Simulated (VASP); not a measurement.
# Li: electric field gradients with PBEsol

The system is Li.

```
Li
1.0
     1.55050    0.89518    7.74007
    -1.55050    0.89518    7.74007
     0.00000   -1.79036    7.74007
Li
3
Direct
  0.00000 0.00000 0.00000
  0.22200 0.22200 0.22200
  0.77800 0.77800 0.77800
```

This cell differs from its parent crystal: zz strain of +2 %.

```
Program                : VASP 6.6.1
Task                   : electric field gradients
Functional             : PBEsol
Potentials or basis    : VASP PAW PBE potentials, release 64 (Li_sv)
Cutoff                 : 520 eV
k mesh                 : 12 × 12 × 12
Occupations            : fermi-dirac, width 0.05 eV
Spin                   : no spin polarisation
Dipole correction      : no
Further INCAR settings : ALGO = Normal; EDIFF = 1e-08; NBANDS = 12
```

The largest force is 0.008 eV/Å, the band gap on the k mesh is zero (an odd number of electrons rules out a gap without spin polarisation) and the largest electric field gradient by atom is under 0.05 V/Å² on every atom.

Forces on the atoms (eV/Å):
```
Li   0.000  0.000  0.000
Li   0.000  0.000  0.008
Li   0.000  0.000 -0.008
```

Levels at points of the mesh, in eV from the Fermi level:
| k point | band 2 | band 3 | band 4 | band 5 | band 6 | band 7 | band 8 | band 9 |
| --- | --- | --- | --- | --- | --- | --- | --- | --- |
| (0.00, 0.00, 0.00) | -45.98 | -45.98 | -3.46 | -1.59 | -1.59 | 5.24 | 5.26 | 12.55 |
| (0.50, 0.00, 0.00) | -45.97 | -45.97 | 0.01 | 0.85 | 1.06 | 3.61 | 3.72 | 4.32 |
| (0.50, 0.50, 0.00) | -45.97 | -45.97 | 0.29 | 0.38 | 1.17 | 3.12 | 4.26 | 5.31 |
| (0.50, 0.50, 0.50) | -45.98 | -45.98 | -2.99 | -2.98 | -0.07 | 2.63 | 9.78 | 9.82 |

Run time: 5.5 min on 1 thread of AMD EPYC 9R45 96-Core Processor (Zen 5), with other jobs on the host, peak memory 0.47 GiB.

Caveat: the cell differs from its parent crystal (zz strain of +2 %); the PAW data sets were made with another functional, which shifts forces and pressure a little.
